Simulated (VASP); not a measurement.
A run of VASP 6.6.1 is set up as follows.

The input INCAR:

```
SYSTEM = Tl
ALGO = Normal
EDIFF = 1E-6
ENCUT = 500
GGA = LIBXC
GGA_COMPAT = .False.
ISIF = 2
ISMEAR = -5
LASPH = .True.
LCHARG = .False.
LIBXC1 = GGA_X_B88
LIBXC2 = GGA_C_PBE
LREAL = .False.
LWAVE = .False.
NBANDS = 12
NELM = 120
PREC = Accurate
SIGMA = 0.1
```

The input KPOINTS:

```
k-points
0
Gamma
  10 10 10
  0 0 0
```

File POSCAR:

```
Tl
1.0
   -1.9559951735      1.9559951735      1.9559951735
    1.9559951735     -1.9559951735      1.9559951735
    1.9559951735      1.9559951735     -1.9559951735
Tl
1
Direct
    0.0000000000      0.0000000000      0.0000000000
```

Potentials or basis: VASP PAW PBE potentials, release 64 (Tl_d).

Run with:

```sh
$ cat potpaw_PBE.64/Tl_d/POTCAR > POTCAR
$ mpirun -np 1 vasp_std > vasp.out
```

Estimate the pressure.

1.2 GPa.

Predict the band gap on the k mesh.

zero (an odd number of electrons rules out a gap without spin polarisation).

Caveat: the PAW data sets were made with another functional, which shifts forces and pressure a little; spin-orbit coupling is left out, which moves the levels of the heavy elements; tetrahedron occupations give inexact forces and stress in metals.
